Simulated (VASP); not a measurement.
# BP (F-43m) in VASP: single point with PBE0

Aim: the single point of BP with PBE0.

All numbers are computed with VASP 6.6.1; they aren't measurements. Logs are shortened: lines on timing, memory, paths and dates and some standing lists are left out, and cuts for length are marked.

## 1. The cell of the first run

It takes space group F-43m (No. 216, cubic). The conventional cell has a = 4.580 Å, b = 4.580 Å, c = 4.580 Å, α = 90.00°, β = 90.00°, γ = 90.00°. B (site symmetry -43m) has 4 P at 1.98 Å within 2.6 Å. P (site symmetry -43m) has 4 B at 1.98 Å within 2.6 Å.

## 2. Single point, PBE0 (12.01 Å³/atom)

The input, POSCAR:

```
BP
1.0
    0.0000000000      2.2899519552      2.2899519552
    2.2899519552      0.0000000000      2.2899519552
    2.2899519552      2.2899519552      0.0000000000
B P
1 1
Direct
    0.0000000000      0.0000000000      0.0000000000
    0.2500000000      0.2500000000      0.2500000000
```

The input, INCAR.step1:

```
SYSTEM = BP
PREC = Accurate
ENCUT = 420
EDIFF = 1E-5
ISMEAR = 0
SIGMA = 0.01
LREAL = .FALSE.
LASPH = .TRUE.
NELM = 120
ALGO = Normal
ISIF = 2
LWAVE = .TRUE.
LCHARG = .FALSE.
GGA = PE
NBANDS = 11
GGA_COMPAT = .FALSE.
```

The input, INCAR.step2:

```
SYSTEM = BP
PREC = Accurate
ENCUT = 420
EDIFF = 1E-6
ISMEAR = 0
SIGMA = 0.01
LREAL = .FALSE.
LASPH = .TRUE.
NELM = 120
ALGO = Normal
ISIF = 2
LWAVE = .FALSE.
LCHARG = .FALSE.
GGA = PE
LHFCALC = .TRUE.
AEXX = 0.25
PRECFOCK = Normal
ISTART = 1
NBANDS = 11
GGA_COMPAT = .FALSE.
```

The input, KPOINTS:

```
regular mesh
0
G
  6 6 6
  0 0 0
```

Potentials or basis: VASP PAW PBE potentials, release 64 (B, P).

Command:

```
$ cat potpaw_PBE.64/B/POTCAR potpaw_PBE.64/P/POTCAR > POTCAR
$ cp INCAR.step1 INCAR
$ mpirun -np 1 vasp_std > vasp.out
$ cp INCAR.step2 INCAR
$ mpirun -np 1 vasp_std > vasp.out
```

OUTCAR:

```text
SYSTEM = BP
   PREC = Accurate
   ENCUT = 420
   EDIFF = 1E-6
   ISMEAR = 0
   LREAL = .FALSE.
   LASPH = .TRUE.
   NELM = 120
   ISIF = 2
   GGA = PE
   LHFCALC = .TRUE.
   AEXX = 0.25
   PRECFOCK = Normal
   ISTART = 1

 ion  position               nearest neighbor table
   1  0.000  0.000  0.000-   2 1.98   2 1.98   2 1.98   2 1.98
   2  0.250  0.250  0.250-   1 1.98   1 1.98   1 1.98   1 1.98

  LATTYP: Found a face centered cubic cell.
 ALAT       =     4.5799039104

  Lattice vectors:

 A1 = (   0.0000000000,   2.2899519552,   2.2899519552)
 A2 = (   2.2899519552,   0.0000000000,   2.2899519552)
 A3 = (   2.2899519552,   2.2899519552,   0.0000000000)

Analysis of symmetry for initial positions (statically):
=====================================================================
 Subroutine PRICEL returns:
 Original cell was already a primitive cell.

 Routine SETGRP: Setting up the symmetry group for a
 face centered cubic supercell.

 Subroutine GETGRP returns: Found 24 space group operations
 (whereof 24 operations were pure point group operations)
 out of a pool of 48 trial point group operations.

The static configuration has the point symmetry T_d .

Analysis of symmetry for dynamics (positions and initial velocities):
=====================================================================
 Subroutine PRICEL returns:
 Original cell was already a primitive cell.

 Routine SETGRP: Setting up the symmetry group for a
 face centered cubic supercell.

 Subroutine GETGRP returns: Found 24 space group operations
 (whereof 24 operations were pure point group operations)
 out of a pool of 48 trial point group operations.

The dynamic configuration has the point symmetry T_d .

 Subroutine INISYM returns: Found 24 space group operations
 (whereof 24 operations are pure point group operations),
 and found     1 'primitive' translations

----------------------------------------------------------------------------------------

                                     Primitive cell

  volume of cell :      24.0165

  direct lattice vectors                    reciprocal lattice vectors
     0.000000000  2.289951955  2.289951955    -0.218345192  0.218345192  0.218345192
     2.289951955  0.000000000  2.289951955     0.218345192 -0.218345192  0.218345192
     2.289951955  2.289951955  0.000000000     0.218345192  0.218345192 -0.218345192

  length of vectors
     3.238481112  3.238481112  3.238481112     0.378184967  0.378184967  0.378184967

  position of ions in fractional coordinates (direct lattice)
     0.000000000  0.000000000  0.000000000
     0.250000000  0.250000000  0.250000000

  ion indices of the primitive-cell ions
   primitive index   ion index
                 1           1
                 2           2

----------------------------------------------------------------------------------------

 KPOINTS: regular mesh

Automatic generation of k-mesh.
 Grid dimensions read from file:
 generate k-points for:    6    6    6

 Generating k-lattice:

  Cartesian coordinates                     Fractional coordinates (reciprocal lattice)
    -0.036390865  0.036390865  0.036390865     0.166666667  0.000000000  0.000000000
     0.036390865 -0.036390865  0.036390865     0.000000000  0.166666667  0.000000000
     0.036390865  0.036390865 -0.036390865     0.000000000  0.000000000  0.166666667

  Length of vectors
     0.063030828  0.063030828  0.063030828

  Shift w.r.t. Gamma in fractional coordinates (k-lattice)
     0.000000000  0.000000000  0.000000000

 Subroutine IBZKPT returns following result:
 ===========================================

 Found     16 irreducible k-points:

 Following reciprocal coordinates:
            Coordinates               Weight
  0.000000  0.000000  0.000000      1.000000
  0.166667  0.000000  0.000000      8.000000
  0.333333  0.000000  0.000000      8.000000
  0.500000  0.000000  0.000000      4.000000
  0.166667  0.166667  0.000000      6.000000
  0.333333  0.166667  0.000000     24.000000
[... 8 lines left out ...]
 -0.333333  0.333333  0.166667     24.000000
 -0.333333  0.500000  0.166667     12.000000
   k-points           NKPTS =     16   k-points in BZ     NKDIM =    216   number of bands    NBANDS=     11
   number of dos      NEDOS =    301   number of ions     NIONS =      2
   total plane-waves  NPLWV =  13824
   dimension x,y,z NGX =    24 NGY =   24 NGZ =   24
   dimension x,y,z NGXF=    48 NGYF=   48 NGZF=   48
   ions per type =               1   1
   NGX,Y,Z   is equivalent  to a cutoff of  12.32, 12.32, 12.32 a.u.
   NGXF,Y,Z  is equivalent  to a cutoff of  24.64, 24.64, 24.64 a.u.
 SYSTEM =  BP
   PREC   = accura    normal or accurate (medium, high low for compatibility)
   ISTART =      1    job   : 0-new  1-cont  2-samecut
   ICHARG =      0    charge: 1-file 2-atom 10-const
   ISPIN  =      1    spin polarized calculation?
   LNONCOLLINEAR =      F non collinear calculations
   LSORBIT =      F    spin-orbit coupling
   LASPH  =      T    aspherical Exc in radial PAW
   ENCUT  =  420.0 eV  30.87 Ry    5.56 a.u.   5.41  5.41  5.41*2*pi/ulx,y,z
   NELM   =    120;   NELMIN=  2; NELMDL=  0     # of ELM steps
   EDIFF  = 0.1E-05   stopping-criterion for ELM
   LREAL  =      F    real-space projection
   EDIFFG = 0.1E-04   stopping-criterion for IOM
   NSW    =      0    number of steps for IOM
   IBRION =     -1    ionic relax: 0-MD 1-quasi-New 2-CG
   NFREE  =      0    steps in history (QN), initial steepest desc. (CG)
   ISIF   =      2    stress and relaxation
   ISYM   =      3    0-nonsym 1-usesym 2-fastsym
   POTIM  = 0.5000    time-step for ionic-motion
   TEBEG  =    0.0;   TEEND  =   0.0 temperature during run
   PSTRESS=    0.0 pullay stress
   NELECT =       8.0000    total number of electrons
   NUPDOWN=      -1.0000    fix difference up-down
   EMIN   =  10.00;   EMAX   =-10.00  energy-range for DOS
   EFERMI =   0.00;   METHOD = LEGACY
   ISMEAR =     0;   SIGMA  =   0.01  broadening in eV -4-tet -1-fermi 0-gaus
   EFERMI_NEDOS =   21; number of points for ismear=-14 and -15
   IALGO  =     38    algorithm
   IMIX   =      1    mixing-type and parameters
     AMIX     =   0.40;   BMIX     =  1.00
     AMIX_MAG =   1.60;   BMIX_MAG =  1.00
  volume/ion in A,a.u.               =      12.01        81.04
  Fermi-wavevector in a.u.,A,eV,Ry     =   1.134841  2.144539 17.522463  1.287865
  Thomas-Fermi vector in A             =   2.271546
   LORBIT       =      0    0 simple, 1 ext, 2 COOP (PROOUT), +10 PAW based schemes
   GGA     = PE    functional components
   LHFCALC =     T    Hartree Fock is set to
   PRECFOCK=normal    Normal, Fast or Accurate (Low or Medium for compatibility)
   ENCUT4O =  -1.0   cutoff for four orbital integrals eV
   NKREDX  =     1    reduce k-point grid by
   NKREDY  =     1    reduce k-point grid by
   NKREDZ  =     1    reduce k-point grid by
   AEXX    =    0.2500 exact exchange contribution
   HFSCREEN=    0.0000 screening length (either q_TF or 0.3 A-1)
   HFSCREENC=   0.0000 screening length for correlation (either q_TF or 0.3 A-1)
   ENCUTFOCK=  -1.0 apply spherical cutoff to Coloumb kernel
   IVDW    =     0    specifies the selected vdW correction
   LEPSILON=     F    determine dielectric tensor
   LRPA    =     F    only Hartree local field effects (RPA)
 non-spin polarized calculation
 Gauss-broadening in eV      SIGMA  =   0.01
  energy-cutoff  :      420.00
  volume of cell :       24.02
 maximum number of plane-waves:       483
 NGX is ok and might be reduce to    24
  NGX = 18; NGY = 18; NGZ = 18

 number of electron       7.9999999 magnetization

 Free energy of the ion-electron system (eV)
  ---------------------------------------------------
  ext. energy  EPLUGINS =         0.00000000
  ---------------------------------------------------
  free energy    TOTEN  =       -15.75471807 eV

  energy without entropy =      -15.75471807  energy(sigma->0) =      -15.75471807

 E-fermi :   6.3863     XC(G=0):  -8.5157

 val. band max:        6.3235580976   @ k =   0.0000   0.0000   0.0000
 cond. band min:       9.1627652785   @ k =   0.5000   0.5000   0.0000
 fundamental gap:      2.8392071809
 Fermi energy:         6.3862612222

 k-point     1 :       0.0000    0.0000    0.0000
  band No.  band energies     occupation
      1     -10.5830      2.00000
      2       6.3236      2.00000
      3       6.3236      2.00000
      4       6.3236      2.00000
      5      11.3316      0.00000
      6      11.3316      0.00000
      7      11.3316      0.00000
      8      15.3150      0.00000
      9      19.4734      0.00000
     10      20.4383      0.00000
     11      20.4383      0.00000

 k-point     2 :       0.1667    0.0000    0.0000
  band No.  band energies     occupation
      1     -10.0484      2.00000
      2       3.2553      2.00000
      3       5.6235      2.00000
      4       5.6235      2.00000
      5      11.9167      0.00000
      6      12.2941      0.00000
      7      12.2941      0.00000
      8      16.7513      0.00000
      9      19.1811      0.00000
     10      19.1811      0.00000
     11      20.7947      0.00000

 k-point     3 :       0.3333    0.0000    0.0000
  band No.  band energies     occupation
      1      -8.5272      2.00000
      2      -1.0370      2.00000
      3       4.7328      2.00000
      4       4.7328      2.00000
      5      11.7495      0.00000
      6      12.9078      0.00000
      7      12.9078      0.00000
      8      18.3633      0.00000
      9      20.1962      0.00000
     10      20.1962      0.00000
     11      21.5154      0.00000
[... 155 lines left out ...]
 k-point    15 :      -0.3333    0.3333    0.1667
  band No.  band energies     occupation
      1      -5.8152      2.00000
      2      -2.6040      2.00000
      3       0.3729      2.00000
      4       2.0733      2.00000
      5      12.5185      0.00000
      6      13.7258      0.00000
      7      16.8589      0.00000
      8      17.4137      0.00000
      9      18.7879      0.00000
     10      23.3092      0.00000
     11      25.9662      0.00000

 k-point    16 :      -0.3333    0.5000    0.1667
  band No.  band energies     occupation
      1      -5.1395      2.00000
      2      -2.7939      2.00000
      3       0.6395      2.00000
      4       0.7793      2.00000
      5      11.8026      0.00000
      6      12.3942      0.00000
      7      17.4240      0.00000
      8      18.0520      0.00000
      9      21.4298      0.00000
     10      24.7156      0.00000
     11      24.8717      0.00000

------------------------ aborting loop because EDIFF is reached ----------------------------------------

  FORCE on cell =-STRESS in cart. coord.  units (eV):
  Direction    XX          YY          ZZ          XY          YZ          ZX
  --------------------------------------------------------------------------------------
  -------------------------------------------------------------------------------------
  Total       -0.9792163     -0.9792163     -0.9792163     -0.0000000      0.0000000     -0.0000000
  in kB      -65.3251039    -65.3251039    -65.3251039     -0.0000000      0.0000000     -0.0000000
  external PRESSURE =     -65.3251039 kB  Pullay stress =       0.0000000 kB

 VOLUME and BASIS-vectors are now :
 -----------------------------------------------------------------------------
  energy-cutoff  :      420.00
  volume of cell :       24.02
      direct lattice vectors                 reciprocal lattice vectors
     0.000000000  2.289951955  2.289951955    -0.218345192  0.218345192  0.218345192
     2.289951955  0.000000000  2.289951955     0.218345192 -0.218345192  0.218345192
     2.289951955  2.289951955  0.000000000     0.218345192  0.218345192 -0.218345192

 POSITION                                       TOTAL-FORCE (eV/Angst)
 -----------------------------------------------------------------------------------
      0.00000      0.00000      0.00000         0.000000      0.000000      0.000000
      1.14498      1.14498      1.14498        -0.000000     -0.000000     -0.000000
 -----------------------------------------------------------------------------------
    total drift:                               -0.000000     -0.000000     -0.000000

  FREE ENERGIE OF THE ION-ELECTRON SYSTEM (eV)
  ---------------------------------------------------
  free  energy   TOTEN  =       -15.7547180689 eV

  energy  without entropy=      -15.7547180689  energy(sigma->0) =      -15.75471807
```

It took 9.7 min on 1 thread of Intel Xeon 8259CL, shared host; peak memory 0.14 GiB.

Results:

```
Free energy            : -15.7547 eV
Pressure               : -6.5 GPa
Band gap on the k mesh : 2.84 eV (least direct gap 5.01 eV)
```

Caveat: the cell stands under tension; the PAW data sets were made with another functional, which shifts forces and pressure a little. A k mesh can miss the band edges.
